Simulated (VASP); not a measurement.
# KF (Carobbiite) (Fm-3m) in VASP: a series of runs

Aim: see how the results for KF (Carobbiite) move with the level of theory and the settings. Levels: PBE, r2SCAN. Tasks: single point.

All numbers are computed with VASP 6.6.1; they aren't measurements. Logs are shortened: lines on timing, memory, paths and dates and some standing lists are left out, and cuts for length are marked.

## (1) The cell of the first run

The structure is cubic, space group Fm-3m (No. 225). The conventional cell has a = 5.366 Å, b = 5.366 Å, c = 5.366 Å, α = 90.00°, β = 90.00°, γ = 90.00°. Within 3.5 Å of K (site symmetry m-3m) lie 6 F at 2.68 Å. F (site symmetry m-3m) has 6 K at 2.68 Å within 3.5 Å.

## (2) Single point, PBE (strain +0.9%)

INCAR reads:

```
PREC = Accurate
ENCUT = 520
EDIFF = 1E-6
ISMEAR = -1
SIGMA = 0.02
LREAL = F
LASPH = T
NELM = 80
ALGO = Normal
ISIF = 2
LWAVE = F
LCHARG = F
GGA = PE
NBANDS = 15
```

KPOINTS reads:

```
regular mesh
0
Gamma
  8 8 8
```

POSCAR reads:

```
KF
1.0
    0.0000000000      2.6828872878      2.6828872878
    2.6828872878      0.0000000000      2.6828872878
    2.6828872878      2.6828872878      0.0000000000
K F
1 1
Direct
    0.0000000000      0.0000000000      0.0000000000
    0.5000000000      0.5000000000      0.5000000000
```

Potentials or basis: VASP PAW PBE potentials, release 64 (K_sv, F).

The run is started by

```console
$ cat potpaw_PBE.64/K_sv/POTCAR potpaw_PBE.64/F/POTCAR > POTCAR
$ mpirun -np 1 vasp_std > vasp.out
```

OUTCAR:

```text
PREC = Accurate
   ENCUT = 520
   EDIFF = 1E-6
   ISMEAR = -1
   LREAL = F
   LASPH = T
   NELM = 80
   ISIF = 2
   GGA = PE

 ion  position               nearest neighbor table
   1  0.000  0.000  0.000-   2 2.68   2 2.68   2 2.68   2 2.68   2 2.68   2 2.68
   2  0.500  0.500  0.500-   1 2.68   1 2.68   1 2.68   1 2.68   1 2.68   1 2.68

  LATTYP: Found a face centered cubic cell.
 ALAT       =     5.3657745756

  Lattice vectors:

 A1 = (   0.0000000000,   2.6828872878,   2.6828872878)
 A2 = (   2.6828872878,   0.0000000000,   2.6828872878)
 A3 = (   2.6828872878,   2.6828872878,   0.0000000000)

Analysis of symmetry for initial positions (statically):
=====================================================================
 Subroutine PRICEL returns:
 Original cell was already a primitive cell.

 Routine SETGRP: Setting up the symmetry group for a
 face centered cubic supercell.

 Subroutine GETGRP returns: Found 48 space group operations
 (whereof 48 operations were pure point group operations)
 out of a pool of 48 trial point group operations.

The static configuration has the point symmetry O_h .

Analysis of symmetry for dynamics (positions and initial velocities):
=====================================================================
 Subroutine PRICEL returns:
 Original cell was already a primitive cell.

 Routine SETGRP: Setting up the symmetry group for a
 face centered cubic supercell.

 Subroutine GETGRP returns: Found 48 space group operations
 (whereof 48 operations were pure point group operations)
 out of a pool of 48 trial point group operations.

The dynamic configuration has the point symmetry O_h .

 Subroutine INISYM returns: Found 48 space group operations
 (whereof 48 operations are pure point group operations),
 and found     1 'primitive' translations

----------------------------------------------------------------------------------------

                                     Primitive cell

  volume of cell :      38.6222

  direct lattice vectors                    reciprocal lattice vectors
     0.000000000  2.682887288  2.682887288    -0.186366383  0.186366383  0.186366383
     2.682887288  0.000000000  2.682887288     0.186366383 -0.186366383  0.186366383
     2.682887288  2.682887288  0.000000000     0.186366383  0.186366383 -0.186366383

  length of vectors
     3.794175589  3.794175589  3.794175589     0.322796044  0.322796044  0.322796044

  position of ions in fractional coordinates (direct lattice)
     0.000000000  0.000000000  0.000000000
     0.500000000  0.500000000  0.500000000

  ion indices of the primitive-cell ions
   primitive index   ion index
                 1           1
                 2           2

----------------------------------------------------------------------------------------

 KPOINTS: regular mesh

Automatic generation of k-mesh.
 Grid dimensions read from file:
 generate k-points for:    8    8    8

 Generating k-lattice:

  Cartesian coordinates                     Fractional coordinates (reciprocal lattice)
    -0.023295798  0.023295798  0.023295798     0.125000000  0.000000000  0.000000000
     0.023295798 -0.023295798  0.023295798     0.000000000  0.125000000  0.000000000
     0.023295798  0.023295798 -0.023295798     0.000000000  0.000000000  0.125000000

  Length of vectors
     0.040349506  0.040349506  0.040349506

  Shift w.r.t. Gamma in fractional coordinates (k-lattice)
     0.000000000  0.000000000  0.000000000

 Subroutine IBZKPT returns following result:
 ===========================================

 Found     29 irreducible k-points:

 Following reciprocal coordinates:
            Coordinates               Weight
  0.000000  0.000000  0.000000      1.000000
  0.125000  0.000000  0.000000      8.000000
  0.250000  0.000000  0.000000      8.000000
  0.375000  0.000000  0.000000      8.000000
  0.500000  0.000000  0.000000      4.000000
  0.125000  0.125000  0.000000      6.000000
[... 16 lines left out ...]
  0.500000  0.250000  0.125000     48.000000
 -0.375000  0.250000  0.125000     24.000000
 [... further k-points ...]
   k-points           NKPTS =     29   k-points in BZ     NKDIM =     29   number of bands    NBANDS=     15
   number of dos      NEDOS =    301   number of ions     NIONS =      2
   total plane-waves  NPLWV =  21952
   dimension x,y,z NGX =    28 NGY =   28 NGZ =   28
   dimension x,y,z NGXF=    56 NGYF=   56 NGZF=   56
   ions per type =               1   1
   NGX,Y,Z   is equivalent  to a cutoff of  12.27, 12.27, 12.27 a.u.
   NGXF,Y,Z  is equivalent  to a cutoff of  24.54, 24.54, 24.54 a.u.
 SYSTEM =  unknown system
   PREC   = accura    normal or accurate (medium, high low for compatibility)
   ISTART =      0    job   : 0-new  1-cont  2-samecut
   ICHARG =      2    charge: 1-file 2-atom 10-const
   ISPIN  =      1    spin polarized calculation?
   LNONCOLLINEAR =      F non collinear calculations
   LSORBIT =      F    spin-orbit coupling
   LASPH  =      T    aspherical Exc in radial PAW
   ENCUT  =  520.0 eV  38.22 Ry    6.18 a.u.   7.05  7.05  7.05*2*pi/ulx,y,z
   NELM   =     80;   NELMIN=  2; NELMDL= -5     # of ELM steps
   EDIFF  = 0.1E-05   stopping-criterion for ELM
   LREAL  =      F    real-space projection
   EDIFFG = 0.1E-04   stopping-criterion for IOM
   NSW    =      0    number of steps for IOM
   IBRION =     -1    ionic relax: 0-MD 1-quasi-New 2-CG
   NFREE  =      0    steps in history (QN), initial steepest desc. (CG)
   ISIF   =      2    stress and relaxation
   ISYM   =      2    0-nonsym 1-usesym 2-fastsym
   POTIM  = 0.5000    time-step for ionic-motion
   TEBEG  =    0.0;   TEEND  =   0.0 temperature during run
   PSTRESS=    0.0 pullay stress
   NELECT =      16.0000    total number of electrons
   NUPDOWN=      -1.0000    fix difference up-down
   EMIN   =  10.00;   EMAX   =-10.00  energy-range for DOS
   EFERMI =   0.00;   METHOD = LEGACY
   ISMEAR =    -1;   SIGMA  =   0.02  broadening in eV -4-tet -1-fermi 0-gaus
   EFERMI_NEDOS =   21; number of points for ismear=-14 and -15
   IALGO  =     38    algorithm
   IMIX   =      4    mixing-type and parameters
     AMIX     =   0.40;   BMIX     =  1.00
     AMIX_MAG =   1.60;   BMIX_MAG =  1.00
  volume/ion in A,a.u.               =      19.31       130.32
  Fermi-wavevector in a.u.,A,eV,Ry     =   1.220401  2.306223 20.264212  1.489378
  Thomas-Fermi vector in A             =   2.355619
   LORBIT       =      0    0 simple, 1 ext, 2 COOP (PROOUT), +10 PAW based schemes
   GGA     = PE    functional components
   LHFCALC =     F    Hartree Fock is set to
   AEXX    =    0.0000 exact exchange contribution
   IVDW    =     0    specifies the selected vdW correction
   LEPSILON=     F    determine dielectric tensor
   LRPA    =     F    only Hartree local field effects (RPA)
 non-spin polarized calculation
  energy-cutoff  :      520.00
  volume of cell :       38.62
 maximum number of plane-waves:      1056
   NGX = 15   NGY = 15   NGZ = 15

 number of electron      15.9999995 magnetization

 Free energy of the ion-electron system (eV)
  ---------------------------------------------------
  ext. energy  EPLUGINS =         0.00000000
  ---------------------------------------------------
  free energy    TOTEN  =        -8.29420818 eV

  energy without entropy =       -8.29420818  energy(sigma->0) =       -8.29420818

 E-fermi :  -2.4081     XC(G=0):  -8.3478

 val. band max:       -2.8372395603   @ k =   0.0000   0.0000   0.0000
 cond. band min:       3.2640035826   @ k =   0.0000   0.0000   0.0000
 fundamental gap:      6.1012431429
 Fermi energy:        -2.4080699572

 k-point     1 :       0.0000    0.0000    0.0000
  band No.  band energies     occupation
      1     -29.0092      2.00000
      2     -21.4873      2.00000
      3     -12.2686      2.00000
      4     -12.2686      2.00000
      5     -12.2686      2.00000
      6      -2.8372      2.00000
      7      -2.8372      2.00000
      8      -2.8372      2.00000
      9       3.2640      0.00000
     10       7.8074      0.00000
     11       7.8074      0.00000
     12       7.8074      0.00000
     13       9.4627      0.00000
     14       9.4627      0.00000
     15      14.0201      0.00000

 k-point     2 :       0.1250    0.0000    0.0000
  band No.  band energies     occupation
      1     -28.9963      2.00000
      2     -21.4986      2.00000
      3     -12.3083      2.00000
      4     -12.2739      2.00000
      5     -12.2739      2.00000
      6      -2.9749      2.00000
      7      -2.8883      2.00000
      8      -2.8883      2.00000
      9       3.6924      0.00000
     10       7.5603      0.00000
     11       8.0143      0.00000
     12       8.0143      0.00000
     13       9.6029      0.00000
     14       9.6029      0.00000
     15      14.7590      0.00000

 k-point     3 :       0.2500    0.0000    0.0000
  band No.  band energies     occupation
      1     -28.9649      2.00000
      2     -21.5273      2.00000
      3     -12.4035      2.00000
      4     -12.2868      2.00000
      5     -12.2868      2.00000
      6      -3.2668      2.00000
      7      -3.0090      2.00000
      8      -3.0090      2.00000
      9       4.7636      0.00000
     10       7.2145      0.00000
     11       8.5252      0.00000
     12       8.5252      0.00000
     13      10.0410      0.00000
     14      10.0410      0.00000
     15      15.7014      0.00000

 k-point     4 :       0.3750    0.0000    0.0000
  band No.  band energies     occupation
      1     -28.9331      2.00000
      2     -21.5564      2.00000
      3     -12.4973      2.00000
      4     -12.2994      2.00000
      5     -12.2994      2.00000
      6      -3.5194      2.00000
      7      -3.1261      2.00000
      8      -3.1261      2.00000
      9       5.8513      0.00000
     10       7.2941      0.00000
     11       9.0032      0.00000
     12       9.0032      0.00000
     13      10.8133      0.00000
     14      10.8133      0.00000
     15      14.1642      0.00000
[... 307 lines left out ...]
 k-point    22 :       0.3750    0.2500    0.1250
  band No.  band energies     occupation
      1     -28.9432      2.00000
      2     -21.5305      2.00000
      3     -12.4420      2.00000
      4     -12.4095      2.00000
      5     -12.3168      2.00000
      6      -3.3580      2.00000
      7      -3.0447      2.00000
      8      -2.9162      2.00000
      9       5.4501      0.00000
     10       6.5861      0.00000
     11       8.9832      0.00000
     12       9.1665      0.00000
     13      10.0637      0.00000
     14      10.5245      0.00000
     15      15.3169      0.00000

 k-point    23 :       0.5000    0.2500    0.1250
  band No.  band energies     occupation
      1     -28.9189      2.00000
      2     -21.5417      2.00000
      3     -12.5356      2.00000
      4     -12.4604      2.00000
      5     -12.3318      2.00000
      6      -3.3915      2.00000
      7      -3.1275      2.00000
      8      -2.9966      2.00000
      9       6.3167      0.00000
     10       6.7654      0.00000
     11       8.8445      0.00000
     12       9.6693      0.00000
     13      10.5891      0.00000
     14      11.5405      0.00000
     15      13.2503      0.00000

 k-point    24 :      -0.3750    0.2500    0.1250
  band No.  band energies     occupation
      1     -28.9087      2.00000
      2     -21.5464      2.00000
      3     -12.5780      2.00000
      4     -12.4761      2.00000
      5     -12.3395      2.00000
      6      -3.3978      2.00000
      7      -3.1100      2.00000
      8      -3.0893      2.00000
      9       6.5116      0.00000
     10       7.1942      0.00000
     11       8.7686      0.00000
     12       9.8159      0.00000
     13      11.0542      0.00000
     14      12.0855      0.00000
     15      12.3064      0.00000

 [... further k-points ...]
[... 5 lines left out ...]
  --------------------------------------------------------------------------------------
  -------------------------------------------------------------------------------------
  Total        0.2372033      0.2372033      0.2372033      0.0000000     -0.0000000     -0.0000000
  in kB        9.8399774      9.8399774      9.8399774      0.0000000     -0.0000000     -0.0000000
  external PRESSURE =       9.8399774 kB  Pullay stress =       0.0000000 kB

 VOLUME and BASIS-vectors are now :
 -----------------------------------------------------------------------------
  energy-cutoff  :      520.00
  volume of cell :       38.62
      direct lattice vectors                 reciprocal lattice vectors
     0.000000000  2.682887288  2.682887288    -0.186366383  0.186366383  0.186366383
     2.682887288  0.000000000  2.682887288     0.186366383 -0.186366383  0.186366383
     2.682887288  2.682887288  0.000000000     0.186366383  0.186366383 -0.186366383

 POSITION                                       TOTAL-FORCE (eV/Angst)
 -----------------------------------------------------------------------------------
      0.00000      0.00000      0.00000         0.000000      0.000000     -0.000000
      2.68289      2.68289      2.68289        -0.000000     -0.000000      0.000000
 -----------------------------------------------------------------------------------
    total drift:                                0.000000      0.000000      0.000000

  FREE ENERGIE OF THE ION-ELECTRON SYSTEM (eV)
  ---------------------------------------------------
  free  energy   TOTEN  =        -8.2942081832 eV

  energy  without entropy=       -8.2942081831  energy(sigma->0) =       -8.29420818
```

It took 8.9 s on 1 thread of AMD EPYC 9R45 (Zen 5), shared host; peak memory 0.12 GiB.

What came out:

```yaml
Free_energy: -8.2942 eV
Pressure: 1.0 GPa
Band_gap_on_the_k_mesh: 6.10 eV, direct
```

Levels at points of the mesh, in eV from the valence-band top:
| k point | band 4 | band 5 | band 6 | band 7 | band 8 | band 9 | band 10 | band 11 | band 12 | band 13 |
| --- | --- | --- | --- | --- | --- | --- | --- | --- | --- | --- |
| (0.00, 0.00, 0.00) | -9.43 | -9.43 | 0.00 | 0.00 | 0.00 | 6.10 | 10.64 | 10.64 | 10.64 | 12.30 |
| (0.50, 0.00, 0.00) | -9.47 | -9.47 | -0.78 | -0.34 | -0.34 | 9.02 | 10.51 | 12.01 | 12.01 | 14.22 |
| (0.50, 0.50, 0.00) | -9.63 | -9.63 | -0.22 | -0.06 | -0.06 | 8.19 | 10.23 | 11.71 | 13.55 | 14.15 |

Caveat: the cell differs from its parent crystal (strain +0.9%).

## (3) Single point, PBE (strain +5.0%)

INCAR reads:

```
PREC = Accurate
ENCUT = 520
EDIFF = 1E-6
ISMEAR = -1
SIGMA = 0.02
LREAL = False
LASPH = True
NELM = 100
ALGO = Normal
ISIF = 2
LWAVE = False
LCHARG = False
GGA = PE
NBANDS = 15
```

KPOINTS is that of step 2.

POSCAR reads:

```
KF
1.0
    0.0000000000      2.7919045115      2.7919045115
    2.7919045115      0.0000000000      2.7919045115
    2.7919045115      2.7919045115      0.0000000000
K F
1 1
Direct
    0.0000000000      0.0000000000      0.0000000000
    0.5000000000      0.5000000000      0.5000000000
```

Potentials or basis: VASP PAW PBE potentials, release 64 (K_sv, F).

The run is started by

```console
$ cat potpaw_PBE.64/K_sv/POTCAR potpaw_PBE.64/F/POTCAR > POTCAR
$ mpirun -np 1 vasp_std > vasp.out
```

It took 10 s on 1 thread of AMD EPYC 9R45 (Zen 5), shared host; peak memory 0.13 GiB.

The run converged. Its results:

| Quantity | Value |
| --- | --- |
| Free energy | -8.2769 eV |
| Pressure | -2.1 GPa |
| Band gap on the k mesh | 5.52 eV, direct |

Levels at points of the mesh, in eV from the valence-band top:
| k point | band 5 | band 6 | band 7 | band 8 | band 9 | band 10 | band 11 | band 12 |
| --- | --- | --- | --- | --- | --- | --- | --- | --- |
| (0.00, 0.00, 0.00) | -9.86 | 0.00 | 0.00 | 0.00 | 5.52 | 10.29 | 10.29 | 10.29 |
| (0.50, 0.00, 0.00) | -9.89 | -0.66 | -0.25 | -0.25 | 8.51 | 9.66 | 11.45 | 11.45 |
| (0.50, 0.50, 0.00) | -10.00 | -0.26 | -0.08 | -0.08 | 8.06 | 9.59 | 10.80 | 12.91 |

Caveat: the cell differs from its parent crystal (strain +5.0%). A k mesh can miss the band edges.

## (4) Single point, r2SCAN

This run uses another cell than the first one, of 18.80 Å³/atom, 0.973 times its volume.

POSCAR reads:

```
KF
1.0
    0.0000000000      2.6589566777      2.6589566777
    2.6589566777      0.0000000000      2.6589566777
    2.6589566777      2.6589566777      0.0000000000
K F
1 1
Direct
    0.0000000000      0.0000000000      0.0000000000
    0.5000000000      0.5000000000      0.5000000000
```

INCAR.step1 reads:

```
SYSTEM = KF
ALGO = Normal ; EDIFF = 1E-4
ENCUT = 520 ; GGA = PE
ISMEAR = 0 ; LASPH = .TRUE.
LCHARG = .FALSE. ; LREAL = .FALSE.
LWAVE = .TRUE. ; NBANDS = 15
NELM = 80 ; PREC = Accurate
SIGMA = 0.01
```

INCAR.step2 reads:

```
SYSTEM = KF
ALGO = Normal ; EDIFF = 1E-6
ENCUT = 520 ; ISIF = 2
ISMEAR = 0 ; ISTART = 1
LASPH = .TRUE. ; LCHARG = .FALSE.
LMIXTAU = .TRUE. ; LREAL = .FALSE.
LWAVE = .FALSE. ; METAGGA = R2SCAN
NBANDS = 15 ; NELM = 80
PREC = Accurate ; SIGMA = 0.01
```

KPOINTS reads:

```
k-points
0
G
  8 8 8
  0 0 0
```

The run is started by

```console
$ cat potpaw_PBE.64/K_sv/POTCAR potpaw_PBE.64/F/POTCAR > POTCAR
$ cp INCAR.step1 INCAR
$ mpirun -np 1 vasp_std > vasp.out
$ cp INCAR.step2 INCAR
$ mpirun -np 1 vasp_std > vasp.out
```

Wall time 42 s (1 thread of AMD EPYC 9R45 (Zen 5), shared host); peak memory 0.13 GiB.

Results (log left out):

```
Free energy            : -14.9729 eV
Pressure               : 0.0 GPa
Band gap on the k mesh : 6.91 eV, direct
```

Levels at points of the mesh, in eV from the valence-band top:
```
           k point  band 5  band 6  band 7  band 8  band 9  band 10  band 11  band 12
(0.00, 0.00, 0.00)   -9.56    0.00    0.00    0.00    6.91    11.49    11.49    11.49
(0.50, 0.00, 0.00)   -9.59   -0.78   -0.35   -0.35    9.74    11.36    12.99    12.99
(0.50, 0.50, 0.00)   -9.78   -0.20   -0.05   -0.05    8.78    11.31    12.54    14.71
```

Caveat: the PAW data sets were made with another functional, which shifts forces and pressure a little. A k mesh can miss the band edges.

(Part 1 of 2 ends here.)
